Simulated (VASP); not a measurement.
# KTaO3 (Pm-3m) in VASP: notebook

The runs below take KTaO3 through single point, with LDA, PBE.

All numbers are computed with VASP 6.6.1; they aren't measurements. Logs are shortened: lines on timing, memory, paths and dates and some standing lists are left out, and cuts for length are marked.

**1. The cell of the first run**

The structure is cubic, space group Pm-3m (No. 221). Conventional cell: a = 4.024 Å, b = 4.024 Å, c = 4.024 Å, α = 90.00°, β = 90.00°, γ = 90.00°. K (site symmetry m-3m) has 12 O at 2.85 Å and 8 Ta at 3.49 Å within 3.7 Å. Ta (site symmetry m-3m) has 6 O at 2.01 Å within 2.7 Å. Within 2.7 Å of O (site symmetry 4/mmm) lie 2 Ta at 2.01 Å.

**2. Single point, LDA**

Input file INCAR:

```
ALGO = Normal
EDIFF = 1E-6
ENCUT = 700
GGA = CA
GGA_COMPAT = F
ISIF = 2
ISMEAR = 0
LASPH = T
LCHARG = F
LREAL = F
LWAVE = F
NBANDS = 28
NELM = 120
PREC = Accurate
SIGMA = 0.05
```

Input file KPOINTS:

```
k-points
0
Gamma
  8 8 8
```

Input file POSCAR:

```
KTaO3
1.0
    4.0244030898      0.0000000000      0.0000000000
    0.0000000000      4.0244030898      0.0000000000
    0.0000000000      0.0000000000      4.0244030898
K Ta O
1 1 3
Direct
    0.0000000000      0.0000000000      0.0000000000
    0.5000000000      0.5000000000      0.5000000000
    0.0000000000      0.5000000000      0.5000000000
    0.5000000000      0.5000000000      0.0000000000
    0.5000000000      0.0000000000      0.5000000000
```

Potentials or basis: VASP PAW LDA potentials, release 64 (K_sv, Ta_sv_GW, O).

The run is started by

```console
cat potpaw_LDA.64/K_sv/POTCAR potpaw_LDA.64/Ta_sv_GW/POTCAR potpaw_LDA.64/O/POTCAR > POTCAR
mpirun -np 1 vasp_std > vasp.out
```

OUTCAR:

```text
EDIFF = 1E-6
   ENCUT = 700
   GGA = CA
   ISIF = 2
   ISMEAR = 0
   LASPH = T
   LREAL = F
   NELM = 120
   PREC = Accurate

 ion  position               nearest neighbor table
   1  0.000  0.000  0.000-   3 2.85   4 2.85   5 2.85   3 2.85   5 2.85   3 2.85   4 2.85   3 2.85
                             4 2.85   5 2.85   5 2.85   4 2.85   2 3.49   2 3.49   2 3.49   2 3.49
   2  0.500  0.500  0.500-   3 2.01   4 2.01   5 2.01   4 2.01   5 2.01   3 2.01   1 3.49   1 3.49
                             1 3.49   1 3.49   1 3.49   1 3.49   1 3.49   1 3.49
   3  0.000  0.500  0.500-   2 2.01   2 2.01   1 2.85   1 2.85   1 2.85   1 2.85
   4  0.500  0.500  0.000-   2 2.01   2 2.01   1 2.85   1 2.85   1 2.85   1 2.85
   5  0.500  0.000  0.500-   2 2.01   2 2.01   1 2.85   1 2.85   1 2.85   1 2.85

  LATTYP: Found a simple cubic cell.
 ALAT       =     4.0244030898

  Lattice vectors:

 A1 = (   4.0244030898,   0.0000000000,   0.0000000000)
 A2 = (   0.0000000000,   4.0244030898,   0.0000000000)
 A3 = (   0.0000000000,   0.0000000000,   4.0244030898)

Analysis of symmetry for initial positions (statically):
=====================================================================
 Subroutine PRICEL returns:
 Original cell was already a primitive cell.

 Routine SETGRP: Setting up the symmetry group for a
 simple cubic supercell.

 Subroutine GETGRP returns: Found 48 space group operations
 (whereof 48 operations were pure point group operations)
 out of a pool of 48 trial point group operations.

The static configuration has the point symmetry O_h .

Analysis of symmetry for dynamics (positions and initial velocities):
=====================================================================
 Subroutine PRICEL returns:
 Original cell was already a primitive cell.

 Routine SETGRP: Setting up the symmetry group for a
 simple cubic supercell.

 Subroutine GETGRP returns: Found 48 space group operations
 (whereof 48 operations were pure point group operations)
 out of a pool of 48 trial point group operations.

The dynamic configuration has the point symmetry O_h .

 Subroutine INISYM returns: Found 48 space group operations
 (whereof 48 operations are pure point group operations),
 and found     1 'primitive' translations

----------------------------------------------------------------------------------------

                                     Primitive cell

  volume of cell :      65.1785

  direct lattice vectors                    reciprocal lattice vectors
     4.024403090  0.000000000  0.000000000     0.248484055  0.000000000  0.000000000
     0.000000000  4.024403090  0.000000000     0.000000000  0.248484055  0.000000000
     0.000000000  0.000000000  4.024403090     0.000000000  0.000000000  0.248484055

  length of vectors
     4.024403090  4.024403090  4.024403090     0.248484055  0.248484055  0.248484055

  position of ions in fractional coordinates (direct lattice)
     0.000000000  0.000000000  0.000000000
     0.500000000  0.500000000  0.500000000
     0.000000000  0.500000000  0.500000000
     0.500000000  0.500000000  0.000000000
     0.500000000  0.000000000  0.500000000

  ion indices of the primitive-cell ions
   primitive index   ion index
                 1           1
                 2           2
                 3           3
                 4           4
                 5           5

----------------------------------------------------------------------------------------

 KPOINTS: k-points

Automatic generation of k-mesh.
 Grid dimensions read from file:
 generate k-points for:    8    8    8

 Generating k-lattice:

  Cartesian coordinates                     Fractional coordinates (reciprocal lattice)
     0.031060507  0.000000000  0.000000000     0.125000000  0.000000000  0.000000000
     0.000000000  0.031060507  0.000000000     0.000000000  0.125000000  0.000000000
     0.000000000  0.000000000  0.031060507     0.000000000  0.000000000  0.125000000

  Length of vectors
     0.031060507  0.031060507  0.031060507

  Shift w.r.t. Gamma in fractional coordinates (k-lattice)
     0.000000000  0.000000000  0.000000000

 Subroutine IBZKPT returns following result:
 ===========================================

 Found     35 irreducible k-points:

 Following reciprocal coordinates:
            Coordinates               Weight
  0.000000  0.000000  0.000000      1.000000
  0.125000  0.000000  0.000000      6.000000
  0.250000  0.000000  0.000000      6.000000
  0.375000  0.000000  0.000000      6.000000
  0.500000  0.000000  0.000000      3.000000
  0.125000  0.125000  0.000000     12.000000
[... 16 lines left out ...]
  0.375000  0.375000  0.125000     24.000000
  0.500000  0.375000  0.125000     24.000000
 [... further k-points ...]
   k-points           NKPTS =     35   k-points in BZ     NKDIM =     35   number of bands    NBANDS=     28
   number of dos      NEDOS =    301   number of ions     NIONS =      5
   total plane-waves  NPLWV =  46656
   dimension x,y,z NGX =    36 NGY =   36 NGZ =   36
   dimension x,y,z NGXF=    72 NGYF=   72 NGZF=   72
   ions per type =               1   1   3
   NGX,Y,Z   is equivalent  to a cutoff of  14.87, 14.87, 14.87 a.u.
   NGXF,Y,Z  is equivalent  to a cutoff of  29.74, 29.74, 29.74 a.u.
 SYSTEM =  unknown system
   PREC   = accura    normal or accurate (medium, high low for compatibility)
   ISTART =      0    job   : 0-new  1-cont  2-samecut
   ICHARG =      2    charge: 1-file 2-atom 10-const
   ISPIN  =      1    spin polarized calculation?
   LNONCOLLINEAR =      F non collinear calculations
   LSORBIT =      F    spin-orbit coupling
   LASPH  =      T    aspherical Exc in radial PAW
   ENCUT  =  700.0 eV  51.45 Ry    7.17 a.u.   8.68  8.68  8.68*2*pi/ulx,y,z
   NELM   =    120;   NELMIN=  2; NELMDL= -5     # of ELM steps
   EDIFF  = 0.1E-05   stopping-criterion for ELM
   LREAL  =      F    real-space projection
   EDIFFG = 0.1E-04   stopping-criterion for IOM
   NSW    =      0    number of steps for IOM
   IBRION =     -1    ionic relax: 0-MD 1-quasi-New 2-CG
   NFREE  =      0    steps in history (QN), initial steepest desc. (CG)
   ISIF   =      2    stress and relaxation
   ISYM   =      2    0-nonsym 1-usesym 2-fastsym
   POTIM  = 0.5000    time-step for ionic-motion
   TEBEG  =    0.0;   TEEND  =   0.0 temperature during run
   PSTRESS=    0.0 pullay stress
   NELECT =      40.0000    total number of electrons
   NUPDOWN=      -1.0000    fix difference up-down
   EMIN   =  10.00;   EMAX   =-10.00  energy-range for DOS
   EFERMI =   0.00;   METHOD = LEGACY
   ISMEAR =     0;   SIGMA  =   0.05  broadening in eV -4-tet -1-fermi 0-gaus
   EFERMI_NEDOS =   21; number of points for ismear=-14 and -15
   IALGO  =     38    algorithm
   IMIX   =      4    mixing-type and parameters
     AMIX     =   0.40;   BMIX     =  1.00
     AMIX_MAG =   1.60;   BMIX_MAG =  1.00
  volume/ion in A,a.u.               =      13.04        87.97
  Fermi-wavevector in a.u.,A,eV,Ry     =   1.391212  2.629010 26.333684  1.935471
  Thomas-Fermi vector in A             =   2.515073
   LORBIT       =      0    0 simple, 1 ext, 2 COOP (PROOUT), +10 PAW based schemes
   GGA     = CA    functional components
   LHFCALC =     F    Hartree Fock is set to
   AEXX    =    0.0000 exact exchange contribution
   IVDW    =     0    specifies the selected vdW correction
   LEPSILON=     F    determine dielectric tensor
   LRPA    =     F    only Hartree local field effects (RPA)
 non-spin polarized calculation
 Gauss-broadening in eV      SIGMA  =   0.05
  energy-cutoff  :      700.00
  volume of cell :       65.18
 maximum number of plane-waves:      2800
 NGX is ok and might be reduce to    36
   NGX = 17   NGY = 17   NGZ = 17

 number of electron      39.9999995 magnetization

 Free energy of the ion-electron system (eV)
  ---------------------------------------------------
  ext. energy  EPLUGINS =         0.00000000
  ---------------------------------------------------
  free energy    TOTEN  =       -47.53273827 eV

  energy without entropy =      -47.53273827  energy(sigma->0) =      -47.53273827

 E-fermi :   3.0060     XC(G=0): -11.4210

 val. band max:        2.6493653436   @ k =   0.5000   0.5000   0.5000
 cond. band min:       4.6465838658   @ k =   0.0000   0.0000   0.0000
 fundamental gap:      1.9972185222
 Fermi energy:         3.0060367714

 k-point     1 :       0.0000    0.0000    0.0000
  band No.  band energies     occupation
      1     -64.6345      2.00000
      2     -31.3080      2.00000
      3     -31.3080      2.00000
      4     -31.3080      2.00000
      5     -24.2340      2.00000
      6     -14.4945      2.00000
[... 20 lines left out ...]
     27      10.4222      0.00000
     28      10.4222      0.00000

 k-point     2 :       0.1250    0.0000    0.0000
  band No.  band energies     occupation
      1     -64.6344      2.00000
      2     -31.3198      2.00000
      3     -31.3075      2.00000
      4     -31.3075      2.00000
      5     -24.2301      2.00000
      6     -14.4494      2.00000
[... 20 lines left out ...]
     27      10.6188      0.00000
     28      10.6496      0.00000

 k-point     3 :       0.2500    0.0000    0.0000
  band No.  band energies     occupation
      1     -64.6342      2.00000
      2     -31.3481      2.00000
      3     -31.3064      2.00000
      4     -31.3064      2.00000
      5     -24.2206      2.00000
      6     -14.3924      2.00000
[... 20 lines left out ...]
     27      11.1121      0.00000
     28      11.4677      0.00000

 k-point     4 :       0.3750    0.0000    0.0000
  band No.  band energies     occupation
      1     -64.6341      2.00000
      2     -31.3762      2.00000
      3     -31.3053      2.00000
      4     -31.3053      2.00000
      5     -24.2112      2.00000
      6     -14.3821      2.00000
[... 578 lines left out ...]
     27      12.5741      0.00000
     28      13.0287      0.00000

 k-point    23 :       0.3750    0.3750    0.1250
  band No.  band energies     occupation
      1     -64.6335      2.00000
      2     -31.3725      2.00000
      3     -31.3722      2.00000
      4     -31.3142      2.00000
      5     -24.1953      2.00000
      6     -13.9210      2.00000
[... 20 lines left out ...]
     27      12.9331      0.00000
     28      13.1368      0.00000

 k-point    24 :       0.5000    0.3750    0.1250
  band No.  band energies     occupation
      1     -64.6335      2.00000
      2     -31.3837      2.00000
      3     -31.3717      2.00000
      4     -31.3137      2.00000
      5     -24.1930      2.00000
      6     -13.8956      2.00000
[... 20 lines left out ...]
     27      13.0873      0.00000
     28      13.1287      0.00000

 [... further k-points ...]

------------------------ aborting loop because EDIFF is reached ----------------------------------------

  FORCE on cell =-STRESS in cart. coord.  units (eV):
  Direction    XX          YY          ZZ          XY          YZ          ZX
  --------------------------------------------------------------------------------------
  -------------------------------------------------------------------------------------
  Total       -4.0579534     -4.0579534     -4.0579534      0.0000000      0.0000000     -0.0000000
  in kB      -99.7500719    -99.7500719    -99.7500719      0.0000000      0.0000000     -0.0000000
  external PRESSURE =     -99.7500719 kB  Pullay stress =       0.0000000 kB

 VOLUME and BASIS-vectors are now :
 -----------------------------------------------------------------------------
  energy-cutoff  :      700.00
  volume of cell :       65.18
      direct lattice vectors                 reciprocal lattice vectors
     4.024403090  0.000000000  0.000000000     0.248484055  0.000000000  0.000000000
     0.000000000  4.024403090  0.000000000     0.000000000  0.248484055  0.000000000
     0.000000000  0.000000000  4.024403090     0.000000000  0.000000000  0.248484055

 POSITION                                       TOTAL-FORCE (eV/Angst)
 -----------------------------------------------------------------------------------
      0.00000      0.00000      0.00000         0.000000      0.000000      0.000000
      2.01220      2.01220      2.01220         0.000000      0.000000      0.000000
      0.00000      2.01220      2.01220         0.000000      0.000000      0.000000
      2.01220      2.01220      0.00000         0.000000      0.000000      0.000000
      2.01220      0.00000      2.01220         0.000000      0.000000      0.000000
 -----------------------------------------------------------------------------------
    total drift:                                0.000000      0.000000      0.000000

  FREE ENERGIE OF THE ION-ELECTRON SYSTEM (eV)
  ---------------------------------------------------
  free  energy   TOTEN  =       -47.5327382713 eV

  energy  without entropy=      -47.5327382713  energy(sigma->0) =      -47.53273827
```

Run time: 93 s. Hardware: 1 thread of Intel Xeon Platinum 8259CL at 2.50GHz (Skylake/Cascade Lake), shared host; peak memory 0.25 GiB.

What came out:

| Quantity | Value |
| --- | --- |
| Free energy | -47.5327 eV |
| Pressure | -10.0 GPa |
| Band gap on the k mesh | 2.00 eV (least direct gap 2.63 eV) |

Caveat: the cell stands under tension; spin-orbit coupling is left out, which moves the levels of the heavy elements.

**3. Single point, PBE, non-collinear spin, zero start, spin-orbit coupling**

Input file INCAR:

```
  ALGO = Normal
  EDIFF = 1E-6
  ENCUT = 700
  GGA = PE
  GGA_COMPAT = F
  ISIF = 2
  ISMEAR = 0
  LASPH = T
  LCHARG = F
  LMAXMIX = 4
  LNONCOLLINEAR = T
  LORBIT = 11
  LORBMOM = T
  LREAL = F
  LSORBIT = T
  LWAVE = F
  MAGMOM = 0 0 0 0 0 0 0 0 0 0 0 0 0 0 0
  NBANDS = 55
  NELM = 200
  PREC = Accurate
  SIGMA = 0.05
```

KPOINTS is that of step 2.

POSCAR is that of step 2.

Potentials or basis: VASP PAW PBE potentials, release 64 (K_sv, Ta_sv_GW, O).

The run is started by

```console
cat potpaw_PBE.64/K_sv/POTCAR potpaw_PBE.64/Ta_sv_GW/POTCAR potpaw_PBE.64/O/POTCAR > POTCAR
mpirun -np 1 vasp_ncl > vasp.out
```

Wall time 6.3 min (1 thread of Intel Xeon Platinum 8488C (Sapphire Rapids), shared host); peak memory 0.58 GiB.

It converged, with:

* Free energy: -44.9964 eV
* Pressure: 0.1 GPa
* Net moment: 0.00 μB per cell
* Valence electrons inside the program's atomic spheres: K 7.61; Ta 11.43; O 5.07

Moments on the atoms (μB; x, y, z):
```
K   0.00 0.00 0.00
Ta  0.00 0.00 0.00
O   0.00 0.00 0.00
O   0.00 0.00 0.00
O   0.00 0.00 0.00
```
